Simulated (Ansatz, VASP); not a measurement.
Two plane-wave programs on MoSe3

Contents of INCAR:

```
SYSTEM = MoSe3
ALGO = Normal ; EDIFF = 1E-6
ENCUT = 500 ; GGA = PE
GGA_COMPAT = .False. ; ISIF = 2
ISMEAR = 0 ; ISPIN = 2
LASPH = .True. ; LCHARG = .False.
LMAXMIX = 4 ; LORBIT = 11
LREAL = .False. ; LWAVE = .False.
MAGMOM = 1 0 0 0 ; NBANDS = 28
NELM = 200 ; PREC = Accurate
SIGMA = 0.1
```

Contents of KPOINTS:

```
k-points
0
Gamma
  3 3 6
  0 0 0
```

POSCAR

```
MoSe3
1.0
    6.4937577891      0.0000000000      0.0000000000
   -3.2468788946      5.6237592114      0.0000000000
    0.0000000000      0.0000000000      2.9641863440
Mo Se
1 3
Direct
    0.0000000000      0.0000000000      0.0000000000
    0.3084135472      0.0000000000      0.5000000000
    0.0000000000      0.3084135472      0.5000000000
    0.6915864528      0.6915864528      0.5000000000
```

Input for Ansatz:

```yaml
crystal:
  lattice:
    - [6.4937577891, 0.0, 0.0]
    - [-3.2468788946, 5.6237592114, 0.0]
    - [0.0, 0.0, 2.964186344]
  atoms:
    - { symbol: Mo, position: [0.0, 0.0, 0.0], spin: 1.0 }
    - { symbol: Se, position: [0.3084135472, 0.0, 0.5] }
    - { symbol: Se, position: [0.0, 0.3084135472, 0.5] }
    - { symbol: Se, position: [0.6915864528, 0.6915864528, 0.5] }
basis:
  ecutwfc: 420
kpoints:
  mp_grid: { grid: [3, 3, 6] }
hamiltonian:
  xc: pbe
scf:
  occupations: { method: gaussian, width: 0.1 }
  lower_state_search: "off"
output:
  forces: true
  stress: true
  eigenvalues: true
  populations: true
magnetization:
  spin_polarized: true
```

Alike in both runs: task single point; functional PBE; k mesh 3 × 3 × 6; occupations gaussian, width 0.1 eV; collinear spin.

|  | VASP | Ansatz |
| --- | --- | --- |
| version | VASP 6.6.1 | Ansatz 0.2.0 |
| potentials or method | VASP PAW PBE potentials, release 64 (Mo_sv, Se), cutoff 500 eV | scalar-relativistic, plane waves, PAW |
| valence electrons in the cell | 32 | 62 |

```csv
,VASP,Ansatz,Ansatz less VASP
gap on the k mesh at the Fermi level (eV),none,none,-
pressure (GPa),1.8,1.7,-0.15
"traceless stress, the component that is largest in VASP (GPa)",1.93,1.90,-0.030
rms of the force components (eV/Å),0.062,0.048,-0.0143
net moment per atom (μB),0.00,0.00,0.000
```

Atom by atom the forces differ by 0.014 eV/Å (rms over components). A gap of «none» marks a metal or a gap that the smearing closes. VASP's potentials hold 32 valence electrons a cell and Ansatz's 62, so a difference there can come from the potentials and not from the codes. Ansatz's warnings: seeded moment not kept.

The k mesh is coarse, so the values compare programs but aren't converged.
